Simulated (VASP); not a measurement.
# H6C2O in VASP: further runs, part 2 of 2

VASP 6.6.1. Earlier steps stand in the parts before.

## Step 4: Relaxation of the atoms, PBEsol

Contents of INCAR:

```
PREC     = Accurate       # precision mode
ENCUT    = 520            # plane-wave cutoff, eV
EDIFF    = 1E-7           # SCF threshold, eV
ISMEAR   = -1             # smearing method
SIGMA    = 0.02           # smearing width, eV
LREAL    = Auto         
LASPH    = T              # aspherical terms in the spheres
NELM     = 100            # most SCF steps
ALGO     = Normal         # electronic algorithm
ISIF     = 2              # what is computed and relaxed
LWAVE    = F              # write WAVECAR
LCHARG   = F              # write CHGCAR
GGA      = PS             # functional
IBRION   = 2              # ionic algorithm
NSW      = 35             # ionic steps
EDIFFG   = -0.3           # ionic threshold
```

Contents of KPOINTS:

```
regular mesh
0
Gamma
  1 1 1
```

Contents of POSCAR:

```
H6C2O
1.0
    6.7708090000      0.0000000000      0.0000000000
    0.0000000000      6.7708090000      0.0000000000
    0.0000000000      0.0000000000      6.7708090000
C O H
8 4 24
Direct
    0.3693991000      0.5163243000      0.7264910000
    0.3798330000      0.7262478000      0.8019035000
    0.7602775000      0.3341909000      0.3014094000
    0.5458985000      0.2823268000      0.2665448000
    0.1550795000      0.1051458000      0.7804762000
   -0.0220740000      0.2084972000      0.8687874000
    0.0956039000      0.8469605000      0.2765963000
    0.0645526000      0.6319254000      0.3281666000
    0.5739699000      0.7549699000      0.8786809000
    0.5371168000      0.1723912000      0.0869734000
   -0.1358662000      0.2843915000      0.7084744000
   -0.0031612000      0.6251495000      0.5276103000
    0.5820187000      0.8896179000      0.9275193000
    0.3490738000      0.8305536000      0.6813475000
    0.2678037000      0.7499367000      0.9170028000
    0.2232887000      0.4848880000      0.6653479000
    0.4799356000      0.4934837000      0.6113397000
    0.3987620000      0.4129623000      0.8467155000
    0.3997555000      0.1384009000      0.0633804000
    0.4885528000      0.1950793000      0.3908787000
    0.4566279000      0.4175460000      0.2562432000
    0.7769669000      0.4190958000      0.4377457000
    0.8484553000      0.1996770000      0.3128330000
    0.8165683000      0.4218799000      0.1783572000
   -0.2501254000      0.3511173000      0.7639052000
   -0.1092046000      0.1041198000      0.9575184000
    0.0263538000      0.3280952000      0.9673301000
    0.2487812000      0.0433486000      0.8965627000
    0.1066679000     -0.0143553000      0.6836484000
    0.2420656000      0.2093544000      0.6934485000
   -0.0235246000      0.4873822000      0.5620424000
   -0.0442506000      0.5654731000      0.2276403000
    0.2035431000      0.5497394000      0.3112350000
    0.1478580000      0.8621762000      0.1245668000
   -0.0428818000      0.9280443000      0.2923109000
    0.2046180000      0.9123293000      0.3758065000
```

Command:

```console
$ cat potpaw_PBE.64/C/POTCAR potpaw_PBE.64/O/POTCAR potpaw_PBE.64/H/POTCAR > POTCAR
$ mpirun -np 1 vasp_gam > vasp.out
```

Wall time 17 min (1 thread of Intel Xeon 6975P-C, shared host); peak memory 0.35 GiB.

Results (log left out):

| Item | Value |
| --- | --- |
| Free energy | -189.6982 eV |
| Energy gained by relaxing | 27.3 meV/atom |
| Ionic steps | 26 |
| Pressure after relaxing | 1.5 GPa |
| Largest force after relaxing | 0.297 eV/Å |
| Band gap on the k mesh | 4.99 eV |

Forces in eV/Å, atoms in the order of the input:
```
C    0.094  0.068 -0.009
C   -0.021 -0.083 -0.050
C   -0.023  0.081  0.038
C    0.097 -0.022 -0.070
C   -0.011 -0.059 -0.105
C   -0.080  0.004 -0.103
C   -0.099  0.046  0.123
C   -0.167 -0.012  0.003
O   -0.024  0.138  0.113
O    0.032 -0.144 -0.231
O    0.148 -0.080 -0.168
O    0.117  0.082  0.009
H    0.150 -0.237  0.098
H    0.045 -0.036 -0.045
H   -0.075  0.005  0.066
H   -0.051  0.027 -0.040
H    0.108  0.044  0.043
H    0.064  0.071  0.033
H    0.099 -0.073  0.033
H    0.029  0.049  0.084
H    0.016  0.106  0.117
H   -0.003 -0.054 -0.039
H   -0.222  0.172 -0.088
H   -0.152 -0.022  0.139
H   -0.170  0.174  0.047
H    0.046  0.051  0.026
H    0.010 -0.027  0.013
H    0.104 -0.150  0.045
H   -0.101  0.055 -0.064
H   -0.106  0.031 -0.071
H    0.000 -0.058  0.172
H   -0.075 -0.106 -0.136
H    0.113  0.028  0.112
H    0.062 -0.129 -0.167
H   -0.071 -0.030 -0.022
H    0.117  0.089  0.094
```

Stress tensor (GPa, compression positive):
```
 1.67 -0.26  0.21
-0.26  1.13  0.49
 0.21  0.49  1.61
```

The path:
```
step  energy change (eV)  largest force (eV/Å)  pressure (GPa)
   1              0.0000                1.2236            3.64
   2              0.1821                2.8868            2.78
   3             -0.0940                0.6598            3.19
   4             -0.2095                0.5972            3.27
   5             -0.2357                0.9906            3.35
   6             -0.2965                0.5331            3.09
   7             -0.3087                0.7214            2.92
   8             -0.3684                0.5015            2.68
   9             -0.4245                1.0501            2.13
  10             -0.4772                0.6123            1.91
  11             -0.5120                1.0133            1.57
  12             -0.5627                0.4956            1.68
  13             -0.5899                0.7739            1.85
  14             -0.6410                0.4938            2.15
  15             -0.6617                0.6577            2.48
  16             -0.7185                0.6305            2.30
  17             -0.7478                0.8305            2.04
  18             -0.7899                0.6704            1.80
  19             -0.8297                0.6115            1.26
  20             -0.8621                0.3722            1.11
  21             -0.8779                0.5034            0.93
  22             -0.9033                0.3214            1.00
  23             -0.9148                0.5427            1.10
  24             -0.9440                0.3393            1.24
  25             -0.9641                0.3263            1.49
  26             -0.9830                0.2974            1.47
```

Final structure:
```
C O H
1.0
     6.77081    0.00000    0.00000
     0.00000    6.77081    0.00000
     0.00000    0.00000    6.77081
C O H
8 4 24
Direct
  0.41654 0.50913 0.73591
  0.42525 0.71993 0.80674
  0.72968 0.31619 0.27715
  0.51816 0.25141 0.25635
  0.12582 0.09777 0.76447
  0.97207 0.21779 0.86835
  0.10890 0.87024 0.28060
  0.08580 0.65800 0.34447
  0.60293 0.75921 0.90948
  0.49822 0.12672 0.08621
  0.85493 0.31832 0.72520
  0.98574 0.65722 0.52827
  0.58793 0.89265 0.96806
  0.40682 0.82120 0.67897
  0.29603 0.74395 0.90404
  0.26827 0.48167 0.67627
  0.52268 0.47923 0.61619
  0.44011 0.40267 0.85759
  0.35934 0.12925 0.04670
  0.46697 0.17070 0.38881
  0.42171 0.38114 0.23352
  0.73913 0.43009 0.39311
  0.82995 0.19475 0.32067
  0.78279 0.38403 0.13893
  0.73237 0.36025 0.78754
  0.87703 0.11863 0.95675
  0.03997 0.32795 0.96936
  0.22188 0.02973 0.87498
  0.06160 0.97306 0.68223
  0.22137 0.18621 0.66759
  0.95110 0.52235 0.57223
  0.99913 0.57885 0.23194
  0.23158 0.58409 0.35327
  0.15277 0.88070 0.12562
  0.96621 0.94575 0.29730
  0.21759 0.94761 0.37198
```

Levels at points of the mesh, in eV from the valence-band top:
```tsv
k point	band 37	band 38	band 39	band 40	band 41	band 42	band 43	band 44
(0.00, 0.00, 0.00)	-0.90	-0.63	-0.10	0.00	4.99	6.11	6.28	6.62
```

Caveat: the k points lie up to 0.93 Å⁻¹ apart; the PAW data sets were made with another functional, which shifts forces and pressure a little; the relaxation stopped at a loose force limit of 0.3 eV/Å, so its end isn't a converged minimum.

## Step 5: Single point, PBEsol

Contents of INCAR:

```
ALGO = Normal
EDIFF = 1E-6
ENCUT = 520
GGA = PS
GGA_COMPAT = False
ISIF = 2
ISMEAR = -1
LASPH = True
LCHARG = False
LREAL = Auto
LWAVE = False
NBANDS = 64
NELM = 120
PREC = Accurate
SIGMA = 0.02
```

Contents of KPOINTS:

```
k-points
0
Gamma
  1 1 1
```

Contents of POSCAR:

```
H6C2O
1.0
    6.7708090000      0.0000000000      0.0000000000
    0.0000000000      6.7708090000      0.0000000000
    0.0000000000      0.0000000000      6.7708090000
C O H
8 4 24
Direct
    0.4196839698      0.5330086848      0.9614508399
    0.4744189358      0.7129281006      0.8186909422
    0.5908008925      0.3533255775      0.3463101677
    0.4692349171      0.2182013996      0.2937462864
    0.0614402208      0.1148016433      0.8100952190
   -0.0308382647      0.2692735831      0.9051946377
    0.1545900940      0.7119385586      0.2068290510
   -0.0248419354      0.6730510342      0.3711521031
    0.6850880006      0.8024594993      0.7940705461
    0.5174566289      0.0508654136      0.1770984826
   -0.1673064474      0.4028026784      0.7888422196
    0.0274265601      0.6559334342      0.5363760815
    0.5242357302      0.9272894864      0.9675800927
    0.3228417756      0.5121101481      0.7635719749
    0.3835139937      0.8240669616      0.6535998874
    0.1938173119      0.5840217912      0.7257183004
    0.5042824277      0.4199645862      0.8822579399
    0.4454563701      0.6919557176      1.1249468121
    0.3157968272      0.0971375799     -0.0072664877
    0.3806487526      0.1599956519      0.4495031539
    0.3311125746      0.2422162551      0.2211109485
    0.6788258242      0.6334102764      0.3083235696
    0.8217924919      0.3840309186      0.3514646477
    0.7499546952      0.2598360107      0.2649314137
   -0.2485079700      0.6373093673      0.6727113407
   -0.1490663819      0.1695513786      0.9691013290
   -0.0497872559      0.4029060634      1.0443803687
    0.0861049248     -0.0780852037      0.9129189732
    0.0417675347     -0.0062621764      0.6269265608
    0.2598803186      0.1757840164      0.8311562178
   -0.0592986746      0.5011513395      0.5860304138
   -0.2247294230      0.5579983131      0.2540907593
   -0.0299668769      0.5014910331      0.2634692546
    0.1530836271      0.7247287584      0.0605097559
    0.2021471880      1.0070436192      0.2211700256
    0.3308319582      0.6884258587      0.1902283760
```

Potentials or basis: VASP PAW PBE potentials, release 64 (C, O, H).

Command:

```console
$ cat potpaw_PBE.64/C/POTCAR potpaw_PBE.64/O/POTCAR potpaw_PBE.64/H/POTCAR > POTCAR
$ mpirun -np 1 vasp_gam > vasp.out
```

OUTCAR:

```text
EDIFF = 1E-6
   ENCUT = 520
   GGA = PS
   ISIF = 2
   ISMEAR = -1
   LASPH = True
   LREAL = Auto
   NELM = 120
   PREC = Accurate

 ion  position               nearest neighbor table
   1  0.420  0.533  0.961-  17 1.10   2 1.60
   2  0.474  0.713  0.819-   9 1.56   1 1.60
   3  0.591  0.353  0.346-   4 1.28  24 1.37
   4  0.469  0.218  0.294-  21 1.07  20 1.28   3 1.28  10 1.42
   5  0.061  0.115  0.810-   6 1.38  30 1.41
   6  0.969  0.269  0.905-  26 1.13  27 1.31   5 1.38  11 1.51
   7  0.155  0.712  0.207-  34 0.99  36 1.21   8 1.67
   8  0.975  0.673  0.371-  12 1.18  33 1.37   7 1.67
   9  0.685  0.802  0.794-   2 1.56
  10  0.517  0.051  0.177-   4 1.42
  11  0.833  0.403  0.789-   6 1.51
  12  0.027  0.656  0.536-   8 1.18  31 1.25
  13  0.524  0.927  0.968-
  14  0.323  0.512  0.764-
  15  0.384  0.824  0.654-
  16  0.194  0.584  0.726-
  17  0.504  0.420  0.882-   1 1.10
  18  0.445  0.692  0.125-
  19  0.316  0.097  0.993-
  20  0.381  0.160  0.450-   4 1.28
  21  0.331  0.242  0.221-   4 1.07
  22  0.679  0.633  0.308-
  23  0.822  0.384  0.351-
  24  0.750  0.260  0.265-   3 1.37
  25  0.751  0.637  0.673-
  26  0.851  0.170  0.969-   6 1.13
  27  0.950  0.403  0.044-   6 1.31
  28  0.086  0.922  0.913-
  29  0.042  0.994  0.627-
  30  0.260  0.176  0.831-   5 1.41
  31  0.941  0.501  0.586-  12 1.25
  32  0.775  0.558  0.254-
  33  0.970  0.501  0.263-   8 1.37
  34  0.153  0.725  0.061-   7 0.99
  35  0.202  0.007  0.221-
  36  0.331  0.688  0.190-   7 1.21

  LATTYP: Found a simple cubic cell.
 ALAT       =     6.7708090000

  Lattice vectors:

 A1 = (   6.7708090000,   0.0000000000,   0.0000000000)
 A2 = (   0.0000000000,   6.7708090000,   0.0000000000)
[... 189 lines left out ...]
   IALGO  =     38    algorithm
   IMIX   =      4    mixing-type and parameters
     AMIX     =   0.40;   BMIX     =  1.00
     AMIX_MAG =   1.60;   BMIX_MAG =  1.00
  volume/ion in A,a.u.               =       8.62        58.19
  Fermi-wavevector in a.u.,A,eV,Ry     =   1.041832  1.968777 14.767946  1.085413
  Thomas-Fermi vector in A             =   2.176470
   LORBIT       =      0    0 simple, 1 ext, 2 COOP (PROOUT), +10 PAW based schemes
   GGA     = PS    functional components
   LHFCALC =     F    Hartree Fock is set to
   AEXX    =    0.0000 exact exchange contribution
   IVDW    =     0    specifies the selected vdW correction
   LEPSILON=     F    determine dielectric tensor
   LRPA    =     F    only Hartree local field effects (RPA)
 non-spin polarized calculation
  energy-cutoff  :      520.00
  volume of cell :      310.40
 maximum number of plane-waves:      4193
 NGX is ok and might be reduce to    50
   NGX = 25   NGY = 25   NGZ = 25

 number of electron      80.0000006 magnetization

 Free energy of the ion-electron system (eV)
  ---------------------------------------------------
  ext. energy  EPLUGINS =         0.00000000
  ---------------------------------------------------
  free energy    TOTEN  =      -145.78835042 eV

  energy without entropy =     -145.74580242  energy(sigma->0) =     -145.76707642

 E-fermi :  -0.2683     XC(G=0):  -8.0415

 val. band max:       -0.2932478745   @ k =   0.0000   0.0000   0.0000
 cond. band min:      -0.2433569665   @ k =   0.0000   0.0000   0.0000
 fundamental gap:      0.0498909080
 Fermi energy:        -0.2682908348

 k-point     1 :       0.0000    0.0000    0.0000
  band No.  band energies     occupation
      1     -25.1310      2.00000
      2     -20.1205      2.00000
      3     -19.1743      2.00000
      4     -18.7465      2.00000
      5     -15.3392      2.00000
      6     -14.7838      2.00000
[... 44 lines left out ...]
     51       3.6284      0.00000
     52       4.1212      0.00000
 [bands above 52 left out]

------------------------ aborting loop because EDIFF is reached ----------------------------------------

  FORCE on cell =-STRESS in cart. coord.  units (eV):
  Direction    XX          YY          ZZ          XY          YZ          ZX
  --------------------------------------------------------------------------------------
  -------------------------------------------------------------------------------------
  Total       -2.9891400    -21.5858318     -6.9319472      0.2942054     -0.8011153      9.5228836
  in kB      -15.4289065   -111.4185962    -35.7803134      1.5185863     -4.1350802     49.1538307
  external PRESSURE =     -54.2092720 kB  Pullay stress =       0.0000000 kB

 VOLUME and BASIS-vectors are now :
 -----------------------------------------------------------------------------
  energy-cutoff  :      520.00
  volume of cell :      310.40
      direct lattice vectors                 reciprocal lattice vectors
     6.770809000  0.000000000  0.000000000     0.147692838  0.000000000  0.000000000
     0.000000000  6.770809000  0.000000000     0.000000000  0.147692838  0.000000000
     0.000000000  0.000000000  6.770809000     0.000000000  0.000000000  0.147692838

 POSITION                                       TOTAL-FORCE (eV/Angst)
 -----------------------------------------------------------------------------------
      2.84160      3.60890      6.50980         0.187062      3.657772     -2.976891
      3.21220      4.82710      5.54320         2.356655      6.523096     -0.224759
      4.00020      2.39230      2.34480         8.553821      4.874818      2.210749
      3.17710      1.47740      1.98890        -4.782111     -6.715253     -0.602998
      0.41600      0.77730      5.48500         6.101813     -6.644714     -1.160712
      6.56201      1.82320      6.12890        -7.222284      3.876709      1.987315
[... 28 lines left out ...]
      1.36870      0.04769      1.49750        -0.620319     -2.316492     -0.378132
      2.24000      4.66120      1.28800        -1.497338      0.096182      2.687399
 -----------------------------------------------------------------------------------
    total drift:                                0.010391     -0.009346     -0.029857

  FREE ENERGIE OF THE ION-ELECTRON SYSTEM (eV)
  ---------------------------------------------------
  free  energy   TOTEN  =      -145.7883504212 eV

  energy  without entropy=     -145.7458024167  energy(sigma->0) =     -145.76707642
```

Wall time 50 s (1 thread of AMD EPYC 7R43 (Zen 3), shared host); peak memory 0.29 GiB.

What came out:

```yaml
Free_energy: -145.7884 eV
Pressure: -5.4 GPa
Largest_force: 12.396 eV/Å
Band_gap_on_the_k_mesh: 0.05 eV
```

Forces on the atoms (eV/Å):
```
C     0.187   3.658  -2.977
C     2.357   6.523  -0.225
C     8.554   4.875   2.211
C    -4.782  -6.715  -0.603
C     6.102  -6.645  -1.161
C    -7.222   3.877   1.987
C    -1.306   3.018   5.702
C     3.769  -0.577 -11.795
O    -2.032  -5.543  -2.104
O     0.034  -0.639  -1.322
O     1.463   0.008  -2.809
O     0.259  -1.633   8.433
H    -1.276  -0.902  -0.221
H    -2.920   0.626   0.076
H     1.007  -2.503   3.036
H     1.642  -1.596   0.165
H     1.456  -1.023   0.720
H     1.175  -1.689  -1.975
H     0.511  -0.588  -0.414
H     1.215   0.516  -1.462
H    -1.215   1.789   0.170
H     0.852  -1.231  -1.241
H    -1.243  -0.913   0.533
H    -1.471   0.895   0.468
H    -0.376   2.391   2.867
H    -0.398   0.299   0.346
H     2.411  -2.614  -1.742
H    -0.744   3.842  -1.451
H     0.251   3.225   2.964
H    -1.117  -1.522  -0.023
H    -0.165   0.330   2.670
H    -2.723   2.371   0.096
H    -0.362  -0.103   1.436
H    -1.775   0.413  -4.666
H    -0.620  -2.316  -0.378
H    -1.497   0.096   2.687
```

Levels at points of the mesh, in eV from the valence-band top:
```
           k point  band 38  band 39  band 40  band 41  band 42  band 43
(0.00, 0.00, 0.00)    -0.42    -0.15     0.00     0.05     0.37     1.12
```

Caveat: the k points lie up to 0.93 Å⁻¹ apart; the PAW data sets were made with another functional, which shifts forces and pressure a little.
